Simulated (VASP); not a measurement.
# C (Fmmm) in VASP: a series of runs, part 2 of 2

VASP 6.6.1. The steps go on from the part before.

**5. Single point, PBEsol+D3(BJ) (7.77 Å³/atom)**

This run uses another cell than the first one, of 7.77 Å³/atom.

INCAR

```
PREC = Accurate
ENCUT = 520
EDIFF = 1E-6
ISMEAR = 0
SIGMA = 0.03
LREAL = F
LASPH = T
NELM = 80
ALGO = Normal
ISIF = 2
LWAVE = F
LCHARG = T
GGA = PS
IVDW = 12
LELF = T
LVHAR = T
NBANDS = 11
```

KPOINTS

```
regular mesh
0
Gamma
  18 18 18
```

POSCAR

```
C
1.0
    0.0000000000      2.0913205318      3.0746606793
    1.2082236331      0.0000000000      3.0746606793
    1.2082236331      2.0913205318      0.0000000000
C
2
Direct
    0.1667066167      0.8332933833      0.1667066167
    0.8332933833      0.1667066167      0.8332933833
```

Started as:

```
$ cat potpaw_PBE.64/C/POTCAR > POTCAR
$ mpirun -np 1 vasp_std > vasp.out
```

It took 74 s on 1 thread of AMD EPYC 9R45 (Zen 5), shared host; peak memory 0.21 GiB.

It converged, with:

| Property | Result |
| --- | --- |
| Free energy | -19.4370 eV |
| Pressure | 20.4 GPa |
| Largest force | 0.009 eV/Å |
| Band gap on the k mesh | zero (bands 4 and 5 overlap by 0.02 eV) |
| Dispersion energy per atom | -0.119 eV |

Forces in eV/Å, atoms in the order of the input:
```
C    0.000 -0.009  0.000
C    0.000  0.009  0.000
```

Stress tensor (GPa, compression positive):
```
28.68  0.00  0.00
 0.00 27.92  0.00
 0.00  0.00  4.50
```

Levels at points of the mesh, in eV from the Fermi level:
```csv
k point,band 1,band 2,band 3,band 4,band 5,band 6,band 7,band 8,band 9
"(0.00, 0.00, 0.00)",-20.30,-6.47,-2.99,-2.95,4.60,8.64,8.78,12.04,14.15
"(0.50, 0.00, 0.00)",-14.45,-13.67,-6.58,-2.56,1.54,7.91,13.16,14.71,20.55
"(0.50, 0.50, 0.00)",-19.72,-9.49,-3.03,-2.97,8.57,8.71,12.31,12.47,13.87
"(0.50, 0.00, 0.50)",-14.66,-13.83,-6.54,-1.30,2.85,8.29,11.62,11.73,18.73
"(0.00, 0.50, 0.50)",-14.21,-13.49,-6.65,-3.62,0.50,7.54,14.64,19.57,21.11
```

Caveat: the stress differs along the axes, from 5 to 29 GPa; the PAW data sets were made with another functional, which shifts forces and pressure a little.

**6. Single point, PBEsol+D3(BJ) (7.77 Å³/atom)**

This run uses another cell than the first one, of 7.77 Å³/atom.

INCAR

```
SYSTEM = C
PREC = Accurate ; ENCUT = 520
EDIFF = 1E-6 ; ISMEAR = 0
SIGMA = 0.03 ; LREAL = .False.
LASPH = .True. ; NELM = 100
ALGO = Normal ; ISIF = 2
LWAVE = .False. ; LCHARG = .False.
GGA = PS ; IVDW = 12
NBANDS = 11
```

KPOINTS

```
Automatic mesh
0
Gamma
  18 18 18
  0 0 0
```

POSCAR

```
C
1.0
    0.0000000000      2.1776092721      2.8358188319
    1.2580754342      0.0000000000      2.8358188319
    1.2580754342      2.1776092721      0.0000000000
C
2
Direct
    0.1667066167      0.8332933833      0.1667066167
    0.8332933833      0.1667066167      0.8332933833
```

Potentials or basis: VASP PAW PBE potentials, release 64 (C).

Started as:

```
$ cat potpaw_PBE.64/C/POTCAR > POTCAR
$ mpirun -np 1 vasp_std > vasp.out
```

OUTCAR:

```text
SYSTEM = C
   PREC = Accurate
   ENCUT = 520
   EDIFF = 1E-6
   ISMEAR = 0
   LREAL = .False.
   LASPH = .True.
   NELM = 100
   ISIF = 2
   GGA = PS
   IVDW = 12
 IVDW          = 12

 ion  position               nearest neighbor table
   1  0.167  0.833  0.167-   2 1.45   2 1.45   2 1.45
   2  0.833  0.167  0.833-   1 1.45   1 1.45   1 1.45

  LATTYP: Found a face centered orthorhombic cell.
 ALAT       =     2.5161508684
 B/A-ratio  =     1.7309051690
 C/A-ratio  =     2.2540928428
[... 525 lines left out ...]

------------------------ aborting loop because EDIFF is reached ----------------------------------------

 Edisp (eV)   -0.25413

 E8    (eV) :    -0.1233

  FORCE on cell =-STRESS in cart. coord.  units (eV):
  Direction    XX          YY          ZZ          XY          YZ          ZX
  --------------------------------------------------------------------------------------
  -------------------------------------------------------------------------------------
  Total      -2.96021    -3.22848     1.39495     0.00000     0.00000     0.00000
  in kB    -305.23787  -332.89963   143.83785     0.00000     0.00000     0.00000
  external pressure =     -164.77 kB  Pullay stress =        0.00 kB

 VOLUME and BASIS-vectors are now :
 -----------------------------------------------------------------------------
  energy-cutoff  :      520.00
  volume of cell :       15.54
      direct lattice vectors                 reciprocal lattice vectors
     0.000000000  2.177609272  2.835818832    -0.397432448  0.229609603  0.176315918
     1.258075434  0.000000000  2.835818832     0.397432448 -0.229609603  0.176315918
     1.258075434  2.177609272  0.000000000     0.397432448  0.229609603 -0.176315918

 POSITION                                       TOTAL-FORCE (eV/Angst)
 -----------------------------------------------------------------------------------
      1.25808      0.72604      2.83582         0.000000     -0.028308      0.000000
      1.25808      3.62917      2.83582         0.000000      0.028308      0.000000
 -----------------------------------------------------------------------------------
    total drift:                                0.000000      0.000000     -0.000000

  FREE ENERGIE OF THE ION-ELECTRON SYSTEM (eV)
  ---------------------------------------------------
  free  energy   TOTEN  =       -19.3440795444 eV

  energy  without entropy=      -19.3439862402  energy(sigma->0) =      -19.34403289
```

It took 61 s on 1 thread of AMD EPYC 9R45 (Zen 5), shared host; peak memory 0.21 GiB.

What came out:

| Property | Result |
| --- | --- |
| Free energy | -19.3441 eV |
| Pressure | -16.5 GPa |
| Largest force | 0.028 eV/Å |
| Band gap on the k mesh | zero (bands 4 and 5 overlap by 0.60 eV) |
| Dispersion energy per atom | -0.127 eV |

Forces in eV/Å, atoms in the order of the input:
```
C    0.000 -0.028  0.000
C    0.000  0.028  0.000
```

Stress tensor (GPa, compression positive):
```
-30.52   0.00   0.00
  0.00 -33.29   0.00
  0.00   0.00  14.38
```

Caveat: the stress differs along the axes, from -33 to 14 GPa; the PAW data sets were made with another functional, which shifts forces and pressure a little.

**7. Overview**

| cell | gap on the mesh (eV) | pressure (GPa) | largest force (eV/Å) |
| --- | --- | --- | --- |
| a = 3.569, b = 3.135, c = 2.415 Å, angles 78.9, 59.5, 41.6°, 2 atoms | none | 24.1 | 0.02 |
| a = 3.910, b = 3.579, c = 2.227 Å, angles 81.0, 64.7, 34.2°, 2 atoms | - | 123.5 | - |
| a = 3.724, b = 3.344, c = 2.319 Å, angles 80.0, 62.2, 37.8°, 2 atoms | - | 69.9 | - |
| a = 3.718, b = 3.304, c = 2.415 Å, angles 79.5, 60.9, 39.7°, 2 atoms | none | 20.4 | 0.01 |
| a = 3.575, b = 3.102, c = 2.515 Å, angles 78.3, 58.2, 43.5°, 2 atoms | none | -16.5 | 0.03 |

Alike in all rows: task single point; level PBEsol+D3(BJ); potentials or basis VASP PAW PBE potentials, release 64 (C); no spin polarisation; k mesh 18 × 18 × 18; cutoff (eV) 520; smearing gaussian 0.03 eV.

Caveats: the PAW data sets were made with another functional, which shifts forces and pressure a little; the stress differs along the axes, from 12 to 31 GPa (at least some runs); the stress differs along the axes, from -2 to 186 GPa (at least some runs); the stress differs along the axes, from 3 to 104 GPa (at least some runs); the stress differs along the axes, from 5 to 29 GPa (at least some runs); the stress differs along the axes, from -33 to 14 GPa (at least some runs).

Total energies depend on the potentials used, so only differences within one code and one set of settings carry meaning.
